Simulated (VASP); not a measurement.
# PdCl4 (P4/mmm) in VASP: further runs

PdCl4 is run at these levels: PBE; tasks: single point, relaxation of cell and atoms.

Everything below comes from runs of VASP 6.6.1. Logs are shortened: lines on timing, memory, paths and dates and some standing lists are left out, and cuts for length are marked.

## (1) The cell of the first run

The structure is tetragonal, space group P4/mmm (No. 123). Conventional cell: a = 4.233 Å, b = 4.233 Å, c = 7.157 Å, α = 90.00°, β = 90.00°, γ = 90.00°. Within 3.4 Å of Pd (site symmetry 4/mmm) lie 8 Cl at 2.61 Å. Cl (site symmetry 2mm) has 2 Pd at 2.61 Å and 5 Cl at 2.99 to 3.06 Å within 3.4 Å.

## (2) Single point, PBE (atoms taken out)

INCAR reads:

```
SYSTEM = PdCl4
PREC = Accurate
ENCUT = 520
EDIFF = 1E-6
ISMEAR = 0
SIGMA = 0.1
LREAL = .FALSE.
LASPH = .TRUE.
NELM = 100
ALGO = Normal
ISIF = 2
LWAVE = .FALSE.
LCHARG = .FALSE.
GGA = PE
NBANDS = 27
```

KPOINTS reads:

```
Automatic mesh
0
G
  10 10 6
  0 0 0
```

POSCAR reads:

```
PdCl4
1.0
    4.2334643037      0.0000000000      0.0000000000
    0.0000000000      4.2334643037      0.0000000000
    0.0000000000      0.0000000000      7.1569369805
Pd Cl
1 4
Direct
    0.0000000000      0.0000000000      0.0000000000
    0.5000000000      0.0000000000      0.2135328469
    0.0000000000      0.5000000000      0.7864671531
    0.5000000000      0.0000000000      0.7864671531
    0.0000000000      0.5000000000      0.2135328469
```

Potentials or basis: VASP PAW PBE potentials, release 64 (Pd, Cl).

Command:

```sh
$ cat potpaw_PBE.64/Pd/POTCAR potpaw_PBE.64/Cl/POTCAR > POTCAR
$ mpirun -np 1 vasp_std > vasp.out
```

OUTCAR:

```text
SYSTEM = PdCl4
   PREC = Accurate
   ENCUT = 520
   EDIFF = 1E-6
   ISMEAR = 0
   LREAL = .FALSE.
   LASPH = .TRUE.
   NELM = 100
   ISIF = 2
   GGA = PE

 ion  position               nearest neighbor table
   1  0.000  0.000  0.000-   2 2.61   3 2.61   4 2.61   5 2.61   3 2.61   5 2.61   2 2.61   4 2.61

   2  0.500  0.000  0.214-   1 2.61   1 2.61
   3  0.000  0.500  0.786-   1 2.61   1 2.61
   4  0.500  0.000  0.786-   1 2.61   1 2.61
   5  0.000  0.500  0.214-   1 2.61   1 2.61

  LATTYP: Found a simple tetragonal cell.
 ALAT       =     4.2334643037
 C/A-ratio  =     1.6905627323

  Lattice vectors:

 A1 = (   4.2334643037,   0.0000000000,   0.0000000000)
 A2 = (   0.0000000000,   4.2334643037,   0.0000000000)
 A3 = (   0.0000000000,   0.0000000000,   7.1569369805)

Analysis of symmetry for initial positions (statically):
=====================================================================
 Subroutine PRICEL returns:
 Original cell was already a primitive cell.

 Routine SETGRP: Setting up the symmetry group for a
 simple tetragonal supercell.

 Subroutine GETGRP returns: Found 16 space group operations
 (whereof 16 operations were pure point group operations)
 out of a pool of 16 trial point group operations.

The static configuration has the point symmetry D_4h.

Analysis of symmetry for dynamics (positions and initial velocities):
=====================================================================
 Subroutine PRICEL returns:
 Original cell was already a primitive cell.

 Routine SETGRP: Setting up the symmetry group for a
 simple tetragonal supercell.

 Subroutine GETGRP returns: Found 16 space group operations
 (whereof 16 operations were pure point group operations)
 out of a pool of 16 trial point group operations.

The dynamic configuration has the point symmetry D_4h.

 Subroutine INISYM returns: Found 16 space group operations
 (whereof 16 operations are pure point group operations),
 and found     1 'primitive' translations

----------------------------------------------------------------------------------------

                                     Primitive cell

  volume of cell :     128.2682

  direct lattice vectors                    reciprocal lattice vectors
     4.233464304  0.000000000  0.000000000     0.236213165  0.000000000  0.000000000
     0.000000000  4.233464304  0.000000000     0.000000000  0.236213165  0.000000000
     0.000000000  0.000000000  7.156936981     0.000000000  0.000000000  0.139724578

  length of vectors
     4.233464304  4.233464304  7.156936981     0.236213165  0.236213165  0.139724578

  position of ions in fractional coordinates (direct lattice)
     0.000000000  0.000000000  0.000000000
     0.500000000  0.000000000  0.213532847
     0.000000000  0.500000000  0.786467153
     0.500000000  0.000000000  0.786467153
     0.000000000  0.500000000  0.213532847

  ion indices of the primitive-cell ions
   primitive index   ion index
                 1           1
                 2           2
                 3           3
                 4           4
                 5           5

----------------------------------------------------------------------------------------

 KPOINTS: Automatic mesh

Automatic generation of k-mesh.
 Grid dimensions read from file:
 generate k-points for:   10   10    6

 Generating k-lattice:

  Cartesian coordinates                     Fractional coordinates (reciprocal lattice)
     0.023621316  0.000000000  0.000000000     0.100000000  0.000000000  0.000000000
     0.000000000  0.023621316  0.000000000     0.000000000  0.100000000  0.000000000
     0.000000000  0.000000000  0.023287430     0.000000000  0.000000000  0.166666667

  Length of vectors
     0.023621316  0.023621316  0.023287430

  Shift w.r.t. Gamma in fractional coordinates (k-lattice)
     0.000000000  0.000000000  0.000000000

 Subroutine IBZKPT returns following result:
 ===========================================

 Found     84 irreducible k-points:

 Following reciprocal coordinates:
            Coordinates               Weight
  0.000000  0.000000  0.000000      1.000000
  0.100000  0.000000  0.000000      4.000000
  0.200000  0.000000  0.000000      4.000000
  0.300000  0.000000  0.000000      4.000000
  0.400000  0.000000  0.000000      4.000000
  0.500000  0.000000  0.000000      2.000000
[... 16 lines left out ...]
  0.100000  0.000000  0.166667      8.000000
  0.200000  0.000000  0.166667      8.000000
 [... further k-points ...]
   k-points           NKPTS =     84   k-points in BZ     NKDIM =     84   number of bands    NBANDS=     27
   number of dos      NEDOS =    301   number of ions     NIONS =      5
   total plane-waves  NPLWV =  55296
   dimension x,y,z NGX =    32 NGY =   32 NGZ =   54
   dimension x,y,z NGXF=    64 NGYF=   64 NGZF=  108
   ions per type =               1   4
   NGX,Y,Z   is equivalent  to a cutoff of  12.57, 12.57, 12.54 a.u.
   NGXF,Y,Z  is equivalent  to a cutoff of  25.13, 25.13, 25.09 a.u.
 SYSTEM =  PdCl4
   PREC   = accura    normal or accurate (medium, high low for compatibility)
   ISTART =      0    job   : 0-new  1-cont  2-samecut
   ICHARG =      2    charge: 1-file 2-atom 10-const
   ISPIN  =      1    spin polarized calculation?
   LNONCOLLINEAR =      F non collinear calculations
   LSORBIT =      F    spin-orbit coupling
   LASPH  =      T    aspherical Exc in radial PAW
   ENCUT  =  520.0 eV  38.22 Ry    6.18 a.u.   7.87  7.87 13.31*2*pi/ulx,y,z
   NELM   =    100;   NELMIN=  2; NELMDL= -5     # of ELM steps
   EDIFF  = 0.1E-05   stopping-criterion for ELM
   LREAL  =      F    real-space projection
   EDIFFG = 0.1E-04   stopping-criterion for IOM
   NSW    =      0    number of steps for IOM
   IBRION =     -1    ionic relax: 0-MD 1-quasi-New 2-CG
   NFREE  =      0    steps in history (QN), initial steepest desc. (CG)
   ISIF   =      2    stress and relaxation
   ISYM   =      2    0-nonsym 1-usesym 2-fastsym
   POTIM  = 0.5000    time-step for ionic-motion
   TEBEG  =    0.0;   TEEND  =   0.0 temperature during run
   PSTRESS=    0.0 pullay stress
   NELECT =      38.0000    total number of electrons
   NUPDOWN=      -1.0000    fix difference up-down
   EMIN   =  10.00;   EMAX   =-10.00  energy-range for DOS
   EFERMI =   0.00;   METHOD = LEGACY
   ISMEAR =     0;   SIGMA  =   0.10  broadening in eV -4-tet -1-fermi 0-gaus
   EFERMI_NEDOS =   21; number of points for ismear=-14 and -15
   IALGO  =     38    algorithm
   IMIX   =      4    mixing-type and parameters
     AMIX     =   0.40;   BMIX     =  1.00
     AMIX_MAG =   1.60;   BMIX_MAG =  1.00
  volume/ion in A,a.u.               =      25.65       173.12
  Fermi-wavevector in a.u.,A,eV,Ry     =   1.091347  2.062348 16.205072  1.191039
  Thomas-Fermi vector in A             =   2.227591
   LORBIT       =      0    0 simple, 1 ext, 2 COOP (PROOUT), +10 PAW based schemes
   GGA     = PE    functional components
   LHFCALC =     F    Hartree Fock is set to
   AEXX    =    0.0000 exact exchange contribution
   IVDW    =     0    specifies the selected vdW correction
   LEPSILON=     F    determine dielectric tensor
   LRPA    =     F    only Hartree local field effects (RPA)
 non-spin polarized calculation
 Gauss-broadening in eV      SIGMA  =   0.10
  energy-cutoff  :      520.00
  volume of cell :      128.27
 maximum number of plane-waves:      3472
 NGX is ok and might be reduce to    32
   NGX = 15   NGY = 15   NGZ = 27

 number of electron      37.9999979 magnetization

 Free energy of the ion-electron system (eV)
  ---------------------------------------------------
  ext. energy  EPLUGINS =         0.00000000
  ---------------------------------------------------
  free energy    TOTEN  =       -11.77852467 eV

  energy without entropy =      -11.74126595  energy(sigma->0) =      -11.75989531

 E-fermi :   1.1133     XC(G=0):  -8.4078

 val. band max:        1.1101006033   @ k =   0.2000   0.0000   0.3333
 cond. band min:       1.1165106862   @ k =   0.1000   0.0000   0.0000
 fundamental gap:      0.0064100829
 Fermi energy:         1.1133365008

 k-point     1 :       0.0000    0.0000    0.0000
  band No.  band energies     occupation
      1     -14.2989      2.00000
      2     -13.7470      2.00000
      3     -12.6541      2.00000
      4     -12.1754      2.00000
      5      -3.7222      2.00000
      6      -3.7222      2.00000
[... 19 lines left out ...]
     26       9.2324      0.00000
     27      10.0229      0.00000

 k-point     2 :       0.1000    0.0000    0.0000
  band No.  band energies     occupation
      1     -14.2600      2.00000
      2     -13.7158      2.00000
      3     -12.6935      2.00000
      4     -12.2245      2.00000
      5      -3.6927      2.00000
      6      -3.6263      2.00000
[... 19 lines left out ...]
     26       9.3087      0.00000
     27      10.0946      0.00000

 k-point     3 :       0.2000    0.0000    0.0000
  band No.  band energies     occupation
      1     -14.1464      2.00000
      2     -13.6239      2.00000
      3     -12.8088      2.00000
      4     -12.3626      2.00000
      5      -3.6116      2.00000
      6      -3.4330      2.00000
[... 19 lines left out ...]
     26       9.5356      0.00000
     27      10.1838      0.00000

 k-point     4 :       0.3000    0.0000    0.0000
  band No.  band energies     occupation
      1     -13.9682      2.00000
      2     -13.4762      2.00000
      3     -12.9899      2.00000
      4     -12.5654      2.00000
      5      -3.5016      2.00000
      6      -3.3700      2.00000
[... 19 lines left out ...]
     26       9.8909      0.00000
     27      10.1408      0.00000

 k-point     5 :       0.4000    0.0000    0.0000
  band No.  band energies     occupation
      1     -13.7431      2.00000
      2     -13.2822      2.00000
      3     -13.2182      2.00000
      4     -12.8029      2.00000
      5      -3.4185      2.00000
      6      -3.4025      2.00000
[... 19 lines left out ...]
     26      10.2913      0.00000
     27      10.6194      0.00000

 k-point     6 :       0.5000    0.0000    0.0000
  band No.  band energies     occupation
      1     -13.5391      2.00000
      2     -13.4235      2.00000
      3     -13.0829      2.00000
      4     -13.0185      2.00000
      5      -3.4370      2.00000
      6      -3.3618      2.00000
[... 444 lines left out ...]
      1     -13.3514      2.00000
      2     -13.3514      2.00000
      3     -13.0189      2.00000
      4     -13.0189      2.00000
      5      -4.7465      2.00000
      6      -3.6524      2.00000
[... 19 lines left out ...]
     26      11.3635      0.00000
     27      11.7983      0.00000

 k-point    22 :       0.0000    0.0000    0.1667
  band No.  band energies     occupation
      1     -14.2932      2.00000
      2     -13.7544      2.00000
      3     -12.6502      2.00000
      4     -12.1802      2.00000
      5      -3.7257      2.00000
      6      -3.7257      2.00000
[... 19 lines left out ...]
     26       9.3259      0.00000
     27       9.8472      0.00000

 k-point    23 :       0.1000    0.0000    0.1667
  band No.  band energies     occupation
      1     -14.2542      2.00000
      2     -13.7231      2.00000
      3     -12.6896      2.00000
      4     -12.2294      2.00000
      5      -3.6961      2.00000
      6      -3.6306      2.00000
[... 19 lines left out ...]
     26       9.4010      0.00000
     27       9.9340      0.00000

 k-point    24 :       0.2000    0.0000    0.1667
  band No.  band energies     occupation
      1     -14.1407      2.00000
      2     -13.6310      2.00000
      3     -12.8047      2.00000
      4     -12.3676      2.00000
      5      -3.6147      2.00000
      6      -3.3918      2.00000
[... 19 lines left out ...]
     26       9.6242      0.00000
     27      10.0792      0.00000

 [... further k-points ...]
[... 5 lines left out ...]
  --------------------------------------------------------------------------------------
  -------------------------------------------------------------------------------------
  Total       -0.1480543     -0.1480543     -0.1139230      0.0000000      0.0000000      0.0000000
  in kB       -1.8493228     -1.8493228     -1.4229934      0.0000000      0.0000000      0.0000000
  external PRESSURE =      -1.7072130 kB  Pullay stress =       0.0000000 kB

 VOLUME and BASIS-vectors are now :
 -----------------------------------------------------------------------------
  energy-cutoff  :      520.00
  volume of cell :      128.27
      direct lattice vectors                 reciprocal lattice vectors
     4.233464304  0.000000000  0.000000000     0.236213165  0.000000000  0.000000000
     0.000000000  4.233464304  0.000000000     0.000000000  0.236213165  0.000000000
     0.000000000  0.000000000  7.156936981     0.000000000  0.000000000  0.139724578

 POSITION                                       TOTAL-FORCE (eV/Angst)
 -----------------------------------------------------------------------------------
      0.00000      0.00000      0.00000        -0.000000      0.000000      0.000000
      2.11673      0.00000      1.52824         0.000000      0.000000     -0.009694
      0.00000      2.11673      5.62870        -0.000000     -0.000000      0.009694
      2.11673      0.00000      5.62870        -0.000000      0.000000      0.009694
      0.00000      2.11673      1.52824         0.000000     -0.000000     -0.009694
 -----------------------------------------------------------------------------------
    total drift:                                0.000000      0.000000      0.000000

  FREE ENERGIE OF THE ION-ELECTRON SYSTEM (eV)
  ---------------------------------------------------
  free  energy   TOTEN  =       -11.7785246695 eV

  energy  without entropy=      -11.7412659531  energy(sigma->0) =      -11.75989531
```

Run time: 3 min. Hardware: 1 thread of Intel Xeon Platinum 8259CL at 2.50GHz (Skylake/Cascade Lake), shared host; peak memory 0.39 GiB.

What came out:

```
Free energy            : -11.7785 eV
Pressure               : -0.2 GPa
Largest force          : 0.010 eV/Å
Band gap on the k mesh : zero (bands 19 and 20 overlap by 0.43 eV)
```

Forces in eV/Å, atoms in the order of the input:
```
Pd   0.000  0.000  0.000
Cl   0.000  0.000 -0.010
Cl   0.000  0.000  0.010
Cl   0.000  0.000  0.010
Cl   0.000  0.000 -0.010
```

Caveat: the cell differs from its parent crystal (atoms taken out); this functional lacks dispersion, which binds layers or chains, so the pressure and a relaxed spacing across them are unreliable.

## (3) Relaxation of cell and atoms, PBE (atoms taken out)

INCAR reads:

```
  ALGO = Normal
  EDIFF = 1E-7
  EDIFFG = -0.01
  ENCUT = 600
  GGA = PE
  IBRION = 2
  ISIF = 3
  ISMEAR = 0
  LASPH = True
  LCHARG = False
  LREAL = False
  LWAVE = False
  NELM = 100
  NSW = 100
  PREC = Accurate
  SIGMA = 0.1
```

KPOINTS reads:

```
k-points
0
Gamma
  10 10 6
```

POSCAR reads:

```
PdCl4
1.0
    4.2200209400      0.0000000000      0.0000000000
    0.0000000000      4.2200209400      0.0000000000
    0.0000000000      0.0000000000      5.9680108400
Pd Cl
1 4
Direct
    0.0000000000      0.0000000000      0.0000000000
    0.5000000000      0.0000000000      0.2500000000
    0.0000000000      0.5000000000      0.7500000000
    0.5000000000      0.0000000000      0.7500000000
    0.0000000000      0.5000000000      0.2500000000
```

Potentials or basis: VASP PAW PBE potentials, release 64 (Pd, Cl).

Command:

```sh
$ cat potpaw_PBE.64/Pd/POTCAR potpaw_PBE.64/Cl/POTCAR > POTCAR
$ mpirun -np 1 vasp_std > vasp.out
```

Run time: 45 min. Hardware: 1 thread of Intel Xeon Platinum 8259CL at 2.50GHz (Skylake/Cascade Lake), shared host; peak memory 0.41 GiB.

The run converged. Its results:

```yaml
Free_energy: -11.7701 eV
Relaxed_volume: 24.39 Å³/atom
Relaxed_cell: a = 4.240 Å, b = 4.240 Å, c = 6.783 Å, α = 90.00°, β = 90.00°, γ = 90.00°
Space_group_after_relaxing_to_0.1_Å: P4/mmm (No. 123)
Energy_gained_by_relaxing: 25.1 meV/atom
Ionic_steps: 21
Pressure_after_relaxing: 0.0 GPa
Largest_force_after_relaxing: 0.010 eV/Å
Band_gap_on_the_k_mesh: zero (bands 19 and 20 overlap by 0.41 eV)
```

Forces in eV/Å, atoms in the order of the input:
```
Pd   0.000  0.000  0.000
Cl   0.000  0.000 -0.010
Cl   0.000  0.000  0.010
Cl   0.000  0.000  0.010
Cl   0.000  0.000 -0.010
```

Stress tensor (GPa, compression positive):
```
-0.04  0.00  0.00
 0.00 -0.04  0.00
 0.00  0.00  0.06
```

The path:
| step | energy change (eV) | largest force (eV/Å) | pressure (GPa) | volume (Å³) |
| --- | --- | --- | --- | --- |
| 1 | 0.0000 | 0.1019 | 3.13 | 106.28 |
| 2 | -0.0585 | 0.2576 | -0.25 | 112.79 |
| 3 | -0.0586 | 0.2517 | -0.12 | 112.50 |
| 4 | -0.0694 | 0.1874 | -0.07 | 112.88 |
| 5 | -0.0817 | 0.0098 | 0.14 | 113.90 |
| 6 | -0.0860 | 0.0171 | -0.01 | 114.54 |
| 7 | -0.0970 | 0.0394 | -0.37 | 116.45 |
| 8 | -0.1105 | 0.0924 | -0.84 | 120.17 |
| 9 | -0.1054 | 0.2274 | -1.13 | 127.29 |
| 10 | -0.1147 | 0.0962 | -0.86 | 121.68 |
| 11 | -0.1171 | 0.0907 | -0.75 | 121.69 |
| 12 | -0.1223 | 0.0733 | -0.40 | 121.70 |
| 13 | -0.1221 | 0.0389 | 0.38 | 121.66 |
| 14 | -0.1242 | 0.0566 | -0.05 | 121.69 |
| 15 | -0.1242 | 0.0558 | -0.03 | 121.69 |
| 16 | -0.1245 | 0.0470 | 0.00 | 121.66 |
| 17 | -0.1251 | 0.0210 | 0.08 | 121.58 |
| 18 | -0.1247 | 0.0320 | 0.25 | 121.42 |
| 19 | -0.1252 | 0.0047 | 0.13 | 121.53 |
| 20 | -0.1253 | 0.0074 | 0.06 | 121.76 |
| 21 | -0.1254 | 0.0100 | -0.01 | 121.96 |

Final structure:
```xyz
5
Lattice="4.2403 0.0000 0.0000 0.0000 4.2403 0.0000 0.0000 0.0000 6.7834" Properties=species:S:1:pos:R:3 pbc="T T T"
Pd    0.0000    0.0000    0.0000
Cl    2.1201    0.0000    1.5212
Cl    0.0000    2.1201    5.2622
Cl    2.1201    0.0000    5.2622
Cl    0.0000    2.1201    1.5212
```

Levels at points of the mesh, in eV from the Fermi level:
```tsv
k point	band 15	band 16	band 17	band 18	band 19	band 20	band 21	band 22	band 23
(0.00, 0.00, 0.00)	-1.22	-0.66	-0.66	-0.47	-0.05	0.58	0.58	4.66	6.78
(0.50, 0.00, 0.00)	-1.77	-1.73	-1.06	-1.04	-0.37	0.04	0.23	6.58	8.44
(0.50, 0.50, 0.00)	-1.59	-0.33	0.01	0.01	0.17	0.42	0.81	5.02	7.24
(0.00, 0.00, 0.50)	-1.28	-0.92	-0.62	-0.62	0.16	0.53	0.53	5.27	6.38
(0.50, 0.00, 0.50)	-1.94	-1.80	-1.66	-1.02	-0.33	-0.13	0.17	6.72	8.68
(0.50, 0.50, 0.50)	-1.54	-0.40	-0.40	-0.36	0.20	0.39	0.84	5.73	8.13
```

Caveat: the cell differs from its parent crystal (atoms taken out); this functional lacks dispersion, which binds layers or chains, so the pressure and a relaxed spacing across them are unreliable.

(Part 1 of 2 ends here.)
